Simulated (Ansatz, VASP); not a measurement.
## One calculation of GeSb2Te4, two programs

```
CELL_PARAMETERS angstrom
2.11728 1.22241 13.47767
-2.11728 1.22241 13.47767
0.00000 -2.44482 13.47767
ATOMIC_POSITIONS crystal
Ge 0.57050 0.57050 0.57050
Sb 0.42821 0.42821 0.42821
Sb 0.99692 0.99692 0.99692
Te 0.86885 0.86885 0.86885
Te 0.13714 0.13714 0.13714
Te 0.71145 0.71145 0.71145
Te 0.28693 0.28693 0.28693
```

Alike in both runs: functional PBEsol; k mesh 9 × 9 × 9; occupations gaussian, width 0.02 eV; no spin polarisation.

Ansatz relaxed the structure, and its values are those at the end. VASP's run is a single point on that final structure, the one shown.

|  | VASP | Ansatz |
| --- | --- | --- |
| version | VASP 6.6.1 | Ansatz 0.2.0 |
| potentials or method | VASP PAW PBE potentials, release 64 (Ge_d, Sb, Te), cutoff 520 eV | scalar-relativistic, plane waves, PAW |
| valence electrons in the cell | 48 | 108 |

```csv
,VASP,Ansatz,Ansatz less VASP
gap on the k mesh at the Fermi level (eV),0.23,0.23,+0.004
least direct gap on the mesh (eV),0.27,0.26,-0.002
pressure (GPa),0.1,0.0,-0.07
rms of the force components (eV/Å),0.014,0.000,-0.0138
```

VASP's potentials were made for PBE, not for PBEsol, and Ansatz warns of the same on its side. VASP's potentials hold 48 valence electrons a cell and Ansatz's 108, so a difference there can come from the potentials and not from the codes.

Spin-orbit coupling is off throughout.
